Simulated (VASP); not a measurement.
Input of a VASP 6.6.1 run:

The input INCAR:

```
SYSTEM = BaTiO3
ALGO     = Normal         ! electronic algorithm
EDIFF    = 1E-8           ! SCF threshold, eV
ENCUT    = 520            ! plane-wave cutoff, eV
GGA      = PE             ! functional
ISIF     = 2              ! what is computed and relaxed
ISMEAR   = -1             ! smearing method
LASPH    = .True.         ! aspherical terms in the spheres
LCHARG   = .False.        ! write CHGCAR
LEFG     = .True.       
LREAL    = .False.        ! projectors in reciprocal space
LWAVE    = .False.        ! write WAVECAR
NBANDS   = 28             ! bands
NELM     = 100            ! most SCF steps
PREC     = Accurate       ! precision mode
SIGMA    = 0.05           ! smearing width, eV
```

File KPOINTS:

```
k-points
0
Gamma
  8 8 8
  0 0 0
```

POSCAR

```
BaTiO3
1.0
    4.0338391840      0.0000000000      0.0000000000
    0.0000000000      4.0338391840      0.0000000000
    0.0000000000      0.0000000000      4.0338391840
Ba Ti O
1 1 3
Direct
    0.5000000000      0.5000000000      0.5000000000
    0.0000000000      0.0000000000      0.0000000000
    0.5000000000      0.0000000000      0.0000000000
    0.0000000000      0.5000000000      0.0000000000
    0.0000000000      0.0000000000      0.5000000000
```

Potentials or basis: VASP PAW PBE potentials, release 64 (Ba_sv, Ti_sv, O).

Run with:

```bash
$ cat potpaw_PBE.64/Ba_sv/POTCAR potpaw_PBE.64/Ti_sv/POTCAR potpaw_PBE.64/O/POTCAR > POTCAR
$ mpirun -np 1 vasp_std > vasp.out
```

(1) Predict the band gap on the k mesh.

(2) Predict the pressure.

Answers

(1) 1.70 eV, indirect (least direct gap 1.87 eV).

(2) -0.1 GPa.

Caveat: without QUAD_EFG the Cq values of the log hold for a quadrupole moment of 1 mb, not for the nuclei; spin-orbit coupling is left out, which moves the levels of the heavy elements.
